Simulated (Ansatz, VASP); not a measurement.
# Sc4Be in VASP and in Ansatz

INCAR

```
PREC = Accurate
ENCUT = 520
EDIFF = 1E-7
ISMEAR = 0
SIGMA = 0.1
LREAL = F
LASPH = T
NELM = 80
ALGO = Normal
ISIF = 2
LWAVE = F
LCHARG = F
GGA = PE
NBANDS = 31
```

KPOINTS

```
Automatic mesh
0
Gamma
  4 4 4
```

POSCAR

```
Sc4Be
1.0
    4.5340031900      0.0000000000      0.0000000000
    0.0000000000      4.5340031900      0.0000000000
    0.0000000000      0.0000000000      4.5340031900
Sc Be
4 1
Direct
    0.0000000000      0.5000000000      0.5000000000
    0.5000000000      0.0000000000      0.5000000000
    0.5000000000      0.5000000000      0.0000000000
    0.0000000000      0.0000000000      0.0000000000
    0.5000000000      0.5000000000      0.5000000000
```

Input for Ansatz:

```yaml
crystal:
  lattice:
    - [4.53400319, 0.0, 0.0]
    - [0.0, 4.53400319, 0.0]
    - [0.0, 0.0, 4.53400319]
  atoms:
    - { symbol: Sc, position: [0.0, 0.5, 0.5] }
    - { symbol: Sc, position: [0.5, 0.0, 0.5] }
    - { symbol: Sc, position: [0.5, 0.5, 0.0] }
    - { symbol: Sc, position: [0.0, 0.0, 0.0] }
    - { symbol: Be, position: [0.5, 0.5, 0.5] }
basis:
  ecutwfc: 420
kpoints:
  mp_grid: { grid: [4, 4, 4] }
hamiltonian:
  xc: pbe
scf:
  occupations: { method: gaussian, width: 0.1 }
  lower_state_search: "off"
output:
  forces: true
  stress: true
  eigenvalues: true
```

Alike in both runs: task single point; functional PBE; k mesh 4 × 4 × 4; occupations gaussian, width 0.1 eV; no spin polarisation.

```csv
,VASP,Ansatz
version,VASP 6.6.1,Ansatz 0.2.0
potentials or method,"VASP PAW PBE potentials, release 64 (Sc_sv, Be), cutoff 520 eV","scalar-relativistic, plane waves, PAW"
valence electrons in the cell,46,46
```

|  | VASP | Ansatz | Ansatz less VASP |
| --- | --- | --- | --- |
| gap on the k mesh at the Fermi level (eV) | none | none | - |
| pressure (GPa) | 18.8 | 18.7 | -0.12 |

A gap of «none» marks a metal or a gap that the smearing closes.
